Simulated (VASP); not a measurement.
Input of a VASP 6.6.1 run:

Contents of INCAR:

```
PREC     = Accurate       # precision mode
ENCUT    = 500            # plane-wave cutoff, eV
EDIFF    = 1E-6           # SCF threshold, eV
ISMEAR   = 1              # smearing method
SIGMA    = 0.2            # smearing width, eV
LREAL    = F              # projectors in reciprocal space
LASPH    = T              # aspherical terms in the spheres
NELM     = 120            # most SCF steps
ALGO     = Normal         # electronic algorithm
ISIF     = 2              # what is computed and relaxed
LWAVE    = F              # write WAVECAR
LCHARG   = T              # write CHGCAR
GGA      = PE             # functional
LELF     = T              # ELF
LVHAR    = T            
NBANDS   = 16             # bands
GGA_COMPAT= F
```

Contents of KPOINTS:

```
regular mesh
0
Gamma
  6 6 4
```

File POSCAR:

```
NaH
1.0
    3.9533072863      0.0000000000      0.0000000000
   -1.9766536431      3.4236645389      0.0000000000
    0.0000000000      0.0000000000      4.8283237758
Na H
2 2
Direct
    0.3333333333      0.6666666667      0.2500000000
    0.6666666667      0.3333333333      0.7500000000
    0.6666666667      0.3333333333      0.2500000000
    0.3333333333      0.6666666667      0.7500000000
```

Potentials or basis: VASP PAW PBE potentials, release 64 (Na_pv, H).

Launch:

```sh
$ cat potpaw_PBE.64/Na_pv/POTCAR potpaw_PBE.64/H/POTCAR > POTCAR
$ mpirun -np 1 vasp_std > vasp.out
```

Question: Predict the pressure.

Answer: 0.3 GPa.

Question: Estimate the band gap on the k mesh.

Answer: 3.33 eV, indirect (least direct gap 4.24 eV).

Stress tensor (GPa, compression positive):
```
0.28 0.00 0.00
0.00 0.28 0.00
0.00 0.00 0.37
```

A k mesh can miss the band edges. A hybrid or GW would open this gap; PBE tends to underestimate it.
